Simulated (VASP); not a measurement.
# Pb in VASP: a series of runs

The runs below take Pb through single point, with PBE.

Everything below comes from runs of VASP 6.6.1. Logs are shortened: lines on timing, memory, paths and dates and some standing lists are left out, and cuts for length are marked.

## 1. The cell of the first run

The typed cell holds 2 atoms: a = 3.507 Å, b = 3.507 Å, c = 6.452 Å, α = 106.51°, β = 106.51°, γ = 59.89°.

## 2. Single point, PBE

File INCAR:

```
PREC = Accurate
ENCUT = 520
EDIFF = 1E-6
ISMEAR = 1
SIGMA = 0.013
LREAL = F
LASPH = T
NELM = 100
ALGO = Fast
ISIF = 2
LWAVE = F
LCHARG = F
GGA = PE
NBANDS = 21
```

File KPOINTS:

```
Automatic mesh
0
Gamma
  1 1 1
```

File POSCAR:

```
Pb
1.0
    3.0386068135     -1.7503199600      0.0000000000
    3.0386068135      1.7503199600      0.0000000000
   -2.1154626375      0.0000000000      6.0952248674
Pb
2
Direct
    0.0878899167      0.1022180477      0.2716344576
    0.9137864320      0.9140155080      0.7192450178
```

Potentials or basis: VASP PAW PBE potentials, release 64 (Pb_d).

Run with:

```sh
> cat potpaw_PBE.64/Pb_d/POTCAR > POTCAR
> mpirun -np 1 vasp_gam > vasp.out
```

OUTCAR:

```text
PREC = Accurate
   ENCUT = 520
   EDIFF = 1E-6
   ISMEAR = 1
   LREAL = F
   LASPH = T
   NELM = 100
   ISIF = 2
   GGA = PE

 ion  position               nearest neighbor table
   1  0.088  0.102  0.272-   2 3.37   2 3.38   2 3.40   2 3.41
   2  0.914  0.914  0.719-   1 3.37   1 3.38   1 3.40   1 3.41

  LATTYP: Found a base centered monoclinic cell.
 ALAT       =     6.0772136270
 B/A-ratio  =     0.5760271293
 C/A-ratio  =     1.0616534713
 COS(beta)  =    -0.3278823751

  Lattice vectors:

 A1 = (   3.0386068135,  -1.7503199600,   0.0000000000)
 A2 = (   3.0386068135,   1.7503199600,   0.0000000000)
 A3 = (  -2.1154626375,   0.0000000000,   6.0952248674)

Analysis of symmetry for initial positions (statically):
=====================================================================
 Subroutine PRICEL returns:
 Original cell was already a primitive cell.

 Routine SETGRP: Setting up the symmetry group for a
 base centered monoclinic supercell.

 Subroutine GETGRP returns: Found  2 space group operations
 (whereof  1 operations were pure point group operations)
 out of a pool of  4 trial point group operations.

The static configuration has the point symmetry C_1 .
 The point group associated with its full space group is S_2 .

Analysis of symmetry for dynamics (positions and initial velocities):
=====================================================================
 Subroutine PRICEL returns:
 Original cell was already a primitive cell.

 Routine SETGRP: Setting up the symmetry group for a
 base centered monoclinic supercell.

 Subroutine GETGRP returns: Found  2 space group operations
 (whereof  1 operations were pure point group operations)
 out of a pool of  4 trial point group operations.

The dynamic configuration has the point symmetry C_1 .
 The point group associated with its full space group is S_2 .

 Subroutine INISYM returns: Found  2 space group operations
 (whereof  1 operations are pure point group operations),
 and found     1 'primitive' translations

----------------------------------------------------------------------------------------

                                     Primitive cell

  volume of cell :      64.8353

  direct lattice vectors                    reciprocal lattice vectors
     3.038606813 -1.750319960  0.000000000     0.164549095 -0.285662057  0.057109864
     3.038606813  1.750319960  0.000000000     0.164549095  0.285662057  0.057109864
    -2.115462637  0.000000000  6.095224867     0.000000000  0.000000000  0.164062856

  length of vectors
     3.506672401  3.506672401  6.451894943     0.334575480  0.334575480  0.164062856

  position of ions in fractional coordinates (direct lattice)
     0.087889917  0.102218048  0.271634458
     0.913786432  0.914015508  0.719245018

  ion indices of the primitive-cell ions
   primitive index   ion index
                 1           1
                 2           2

----------------------------------------------------------------------------------------

 KPOINTS: Automatic mesh

Automatic generation of k-mesh.
 Grid dimensions read from file:
 generate k-points for:    1    1    1

 Generating k-lattice:

  Cartesian coordinates                     Fractional coordinates (reciprocal lattice)
     0.164549095 -0.285662057  0.057109864     1.000000000  0.000000000  0.000000000
     0.164549095  0.285662057  0.057109864     0.000000000  1.000000000  0.000000000
     0.000000000  0.000000000  0.164062856     0.000000000  0.000000000  1.000000000

  Length of vectors
     0.334575480  0.334575480  0.164062856

  Shift w.r.t. Gamma in fractional coordinates (k-lattice)
     0.000000000  0.000000000  0.000000000

 Subroutine IBZKPT returns following result:
 ===========================================

 Found      1 irreducible k-points:

 Following reciprocal coordinates:
            Coordinates               Weight
  0.000000  0.000000  0.000000      1.000000
   k-points           NKPTS =      1   k-points in BZ     NKDIM =      1   number of bands    NBANDS=     21
   number of dos      NEDOS =    301   number of ions     NIONS =      2
   total plane-waves  NPLWV =  37632
   dimension x,y,z NGX =    28 NGY =   28 NGZ =   48
   dimension x,y,z NGXF=    56 NGYF=   56 NGZF=   96
   ions per type =               2
   NGX,Y,Z   is equivalent  to a cutoff of  13.27, 13.27, 12.37 a.u.
   NGXF,Y,Z  is equivalent  to a cutoff of  26.55, 26.55, 24.74 a.u.
 SYSTEM =  unknown system
   PREC   = accura    normal or accurate (medium, high low for compatibility)
   ISTART =      0    job   : 0-new  1-cont  2-samecut
   ICHARG =      2    charge: 1-file 2-atom 10-const
   ISPIN  =      1    spin polarized calculation?
   LNONCOLLINEAR =      F non collinear calculations
   LSORBIT =      F    spin-orbit coupling
   LASPH  =      T    aspherical Exc in radial PAW
   ENCUT  =  520.0 eV  38.22 Ry    6.18 a.u.   6.52  6.52 12.00*2*pi/ulx,y,z
   NELM   =    100;   NELMIN=  2; NELMDL= -5     # of ELM steps
   EDIFF  = 0.1E-05   stopping-criterion for ELM
   LREAL  =      F    real-space projection
   EDIFFG = 0.1E-04   stopping-criterion for IOM
   NSW    =      0    number of steps for IOM
   IBRION =     -1    ionic relax: 0-MD 1-quasi-New 2-CG
   NFREE  =      0    steps in history (QN), initial steepest desc. (CG)
   ISIF   =      2    stress and relaxation
   ISYM   =      2    0-nonsym 1-usesym 2-fastsym
   POTIM  = 0.5000    time-step for ionic-motion
   TEBEG  =    0.0;   TEEND  =   0.0 temperature during run
   PSTRESS=    0.0 pullay stress
   NELECT =      28.0000    total number of electrons
   NUPDOWN=      -1.0000    fix difference up-down
   EMIN   =  10.00;   EMAX   =-10.00  energy-range for DOS
   EFERMI =   0.00;   METHOD = LEGACY
   ISMEAR =     1;   SIGMA  =   0.01  broadening in eV -4-tet -1-fermi 0-gaus
   EFERMI_NEDOS =   21; number of points for ismear=-14 and -15
   IALGO  =     68    algorithm
   IMIX   =      4    mixing-type and parameters
     AMIX     =   0.40;   BMIX     =  1.00
     AMIX_MAG =   1.60;   BMIX_MAG =  1.00
  volume/ion in A,a.u.               =      32.42       218.77
  Fermi-wavevector in a.u.,A,eV,Ry     =   1.237438  2.338420 20.833975  1.531254
  Thomas-Fermi vector in A             =   2.372006
   LORBIT       =      0    0 simple, 1 ext, 2 COOP (PROOUT), +10 PAW based schemes
   GGA     = PE    functional components
   LHFCALC =     F    Hartree Fock is set to
   AEXX    =    0.0000 exact exchange contribution
   IVDW    =     0    specifies the selected vdW correction
   LEPSILON=     F    determine dielectric tensor
   LRPA    =     F    only Hartree local field effects (RPA)
 non-spin polarized calculation
 RMM-DIIS sequential band-by-band and
 Methfessel and Paxton  Order N= 1 SIGMA  =   0.01
  energy-cutoff  :      520.00
  volume of cell :       64.84
 maximum number of plane-waves:       879
 NGX is ok and might be reduce to    28
   NGX = 13   NGY = 13   NGZ = 23

 number of electron      28.0000004 magnetization

 Free energy of the ion-electron system (eV)
  ---------------------------------------------------
  ext. energy  EPLUGINS =         0.00000000
  ---------------------------------------------------
  free energy    TOTEN  =        -2.15314077 eV

  energy without entropy =       -2.14631387  energy(sigma->0) =       -2.15086514

 E-fermi :  12.8709     XC(G=0):  -9.7378

 val. band max:       12.8700009343   @ k =   0.0000   0.0000   0.0000
 cond. band min:      12.8717552416   @ k =   0.0000   0.0000   0.0000
 fundamental gap:      0.0017543073
 Fermi energy:        12.8709307304

 k-point     1 :       0.0000    0.0000    0.0000
  band No.  band energies     occupation
      1     -10.5722      2.00000
      2     -10.5703      2.00000
      3     -10.5677      2.00000
      4     -10.5619      2.00000
      5     -10.4916      2.00000
      6     -10.4028      2.00000
[... 13 lines left out ...]
     20      16.0643      0.00000
     21      16.6221      0.00000

------------------------ aborting loop because EDIFF is reached ----------------------------------------

  FORCE on cell =-STRESS in cart. coord.  units (eV):
  Direction    XX          YY          ZZ          XY          YZ          ZX
  --------------------------------------------------------------------------------------
  -------------------------------------------------------------------------------------
  Total        1.4808871      1.8629511      3.3452746      1.6619136     -0.2737075     -0.4060790
  in kB       36.5949242     46.0362952     82.6667134     41.0683577     -6.7637185    -10.0348158
  external PRESSURE =      55.0993109 kB  Pullay stress =       0.0000000 kB

 VOLUME and BASIS-vectors are now :
 -----------------------------------------------------------------------------
  energy-cutoff  :      520.00
  volume of cell :       64.84
      direct lattice vectors                 reciprocal lattice vectors
     3.038606813 -1.750319960  0.000000000     0.164549095 -0.285662057  0.057109864
     3.038606813  1.750319960  0.000000000     0.164549095  0.285662057  0.057109864
    -2.115462637  0.000000000  6.095224867     0.000000000  0.000000000  0.164062856

 POSITION                                       TOTAL-FORCE (eV/Angst)
 -----------------------------------------------------------------------------------
      0.00303      0.02508      1.65567        -0.176701      0.192227      1.625038
      4.03244      0.00040      4.38396         0.176701     -0.192227     -1.625038
 -----------------------------------------------------------------------------------
    total drift:                               -0.000002      0.000005      0.000010

  FREE ENERGIE OF THE ION-ELECTRON SYSTEM (eV)
  ---------------------------------------------------
  free  energy   TOTEN  =        -2.1531407723 eV

  energy  without entropy=       -2.1463138694  energy(sigma->0) =       -2.15086514
```

Run time: 15 s. Hardware: 1 thread of AMD EPYC 7R13, shared host; peak memory 0.14 GiB.

The run converged, but its numbers aren't listed here, since they failed a check.

Caveat: the k points lie up to 2.10 Å⁻¹ apart; the mesh shows a gap though the element is a metal; spin-orbit coupling is left out, which moves the levels of the heavy elements; forces of over 1 eV/Å act on the atoms, so gaps and moduli don't describe the material at rest.

## 3. Single point, PBE

File INCAR:

```
ALGO     = Fast           # electronic algorithm
EDIFF    = 1E-6           # SCF threshold, eV
ENCUT    = 520            # plane-wave cutoff, eV
GGA      = PE             # functional
ISIF     = 2              # what is computed and relaxed
ISMEAR   = 0              # smearing method
ISYM     = 0            
LASPH    = T              # aspherical terms in the spheres
LCHARG   = F              # write CHGCAR
LREAL    = F              # projectors in reciprocal space
LWAVE    = F              # write WAVECAR
NBANDS   = 21             # bands
NELM     = 80             # most SCF steps
PREC     = Accurate       # precision mode
SIGMA    = 0.1            # smearing width, eV
```

File KPOINTS:

```
k-points
0
Gamma
  3 2 4
```

File POSCAR:

```
Pb
1.0
    3.0386068135     -1.7503199600      0.0000000000
    3.0386068135      1.7503199600      0.0000000000
   -2.1154626375      0.0000000000      6.0952248674
Pb
2
Direct
    0.1554915900      0.1804915900      1.0367078000
    0.9725084100      0.9975084100      1.4892922000
```

Potentials or basis: VASP PAW PBE potentials, release 64 (Pb_d).

Run with:

```sh
> cat potpaw_PBE.64/Pb_d/POTCAR > POTCAR
> mpirun -np 1 vasp_std > vasp.out
```

It took 44 s on 1 thread of AMD EPYC 7R13, shared host; peak memory 0.15 GiB.

Results (log left out):

| Quantity | Value |
| --- | --- |
| Free energy | -7.5990 eV |
| Pressure | 0.7 GPa |
| Largest force | 0.094 eV/Å |
| Band gap on the k mesh | zero (band 14 reaches 12.73 eV, above the bottom of band 15 at 6.02 eV) |

Forces in eV/Å, atoms in the order of the input:
```
Pb  -0.035 -0.051 -0.071
Pb   0.035  0.051  0.071
```

Stress tensor (GPa, compression positive):
```
 -2.50 -12.24   0.50
-12.24   1.59  -0.66
  0.50  -0.66   3.07
```

Levels at points of the mesh, in eV from the Fermi level:
| k point | band 11 | band 12 | band 13 | band 14 | band 15 | band 16 | band 17 | band 18 |
| --- | --- | --- | --- | --- | --- | --- | --- | --- |
| (0.00, 0.00, 0.00) | -11.36 | -8.27 | -3.88 | 6.31 | 6.48 | 6.61 | 6.65 | 6.74 |
| (0.00, 0.50, 0.00) | -8.13 | -6.53 | -3.38 | -2.35 | 0.44 | 3.15 | 3.54 | 4.18 |
| (0.00, 0.00, 0.50) | -10.76 | -9.76 | -0.13 | 0.72 | 5.67 | 5.79 | 7.69 | 7.80 |
| (0.00, 0.50, 0.50) | -7.53 | -7.43 | -3.02 | -2.67 | 1.86 | 2.46 | 2.86 | 5.41 |

Caveat: the k points lie up to 1.05 Å⁻¹ apart; spin-orbit coupling is left out, which moves the levels of the heavy elements.

(Part 1 of 2 ends here.)
